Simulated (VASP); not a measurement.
Set up this calculation in VASP 6.6.1, as the native input.

| Item | Value |
| --- | --- |
| Task | single point |
| Functional | PBE-based screened hybrid with 50 % exact exchange |
| Potentials or basis | VASP PAW PBE potentials, release 64 (Pt, Se) |
| Cutoff | 400 eV |
| k mesh | 4 × 4 × 4 |
| Occupations | gaussian, width 0.01 eV |
| Spin | no spin polarisation |
| Dipole correction | no |
| Grid for exact exchange (PRECFOCK) | Normal |
| Share of exact exchange | 0.5 |
| Further INCAR settings | ALGO = Normal; EDIFF = 1e-06; NBANDS = 18 |
| Screening parameter | 0.2078 1/Å |

The system is PtSe2.

```
Pt Se
1.0
     1.84570    1.06562    5.76071
    -1.84570    1.06562    5.76071
     0.00000   -2.13123    5.76071
Pt Se
1 2
Direct
  0.00000 0.00000 0.00000
  0.25678 0.25678 0.25678
  0.74322 0.74322 0.74322
```

The input as run:

POSCAR

```
PtSe2
1.0
    1.8457016919      1.0656163687      5.7607123393
   -1.8457016919      1.0656163687      5.7607123393
    0.0000000000     -2.1312327373      5.7607123393
Pt Se
1 2
Direct
    0.0000000000      0.0000000000      0.0000000000
    0.2567812155      0.2567812155      0.2567812155
    0.7432187845      0.7432187845      0.7432187845
```

INCAR.step1

```
SYSTEM = PtSe2
ALGO = Normal
EDIFF = 1E-5
ENCUT = 400
GGA = PE
GGA_COMPAT = .FALSE.
ISIF = 2
ISMEAR = 0
LASPH = .TRUE.
LCHARG = .FALSE.
LREAL = .FALSE.
LWAVE = .TRUE.
NBANDS = 18
NELM = 120
PREC = Accurate
SIGMA = 0.01
```

INCAR.step2

```
SYSTEM = PtSe2
AEXX = 0.5
ALGO = Normal
EDIFF = 1E-6
ENCUT = 400
GGA = PE
GGA_COMPAT = .FALSE.
HFSCREEN = 0.2078
ISIF = 2
ISMEAR = 0
ISTART = 1
LASPH = .TRUE.
LCHARG = .FALSE.
LHFCALC = .TRUE.
LREAL = .FALSE.
LWAVE = .FALSE.
NBANDS = 18
NELM = 120
PREC = Accurate
PRECFOCK = Normal
SIGMA = 0.01
```

KPOINTS

```
k-points
0
G
  4 4 4
  0 0 0
```

Potentials or basis: VASP PAW PBE potentials, release 64 (Pt, Se).

Command:

```sh
$ cat potpaw_PBE.64/Pt/POTCAR potpaw_PBE.64/Se/POTCAR > POTCAR
$ cp INCAR.step1 INCAR
$ mpirun -np 1 vasp_std > vasp.out
$ cp INCAR.step2 INCAR
$ mpirun -np 1 vasp_std > vasp.out
```

Results of the run:

```yaml
Pressure: -4.7 GPa
Largest_force: 0.778 eV/Å
Band_gap_on_the_k_mesh: 1.28 eV (least direct gap 2.21 eV)
```

Caveat: the k points lie up to 0.50 Å⁻¹ apart; the PAW data sets were made with another functional, which shifts forces and pressure a little; spin-orbit coupling is left out, which moves the levels of the heavy elements.

Run time: 32 min on 1 thread of Intel(R) Xeon(R) 6975P-C (Granite Rapids), on a shared host, peak memory 0.35 GiB.
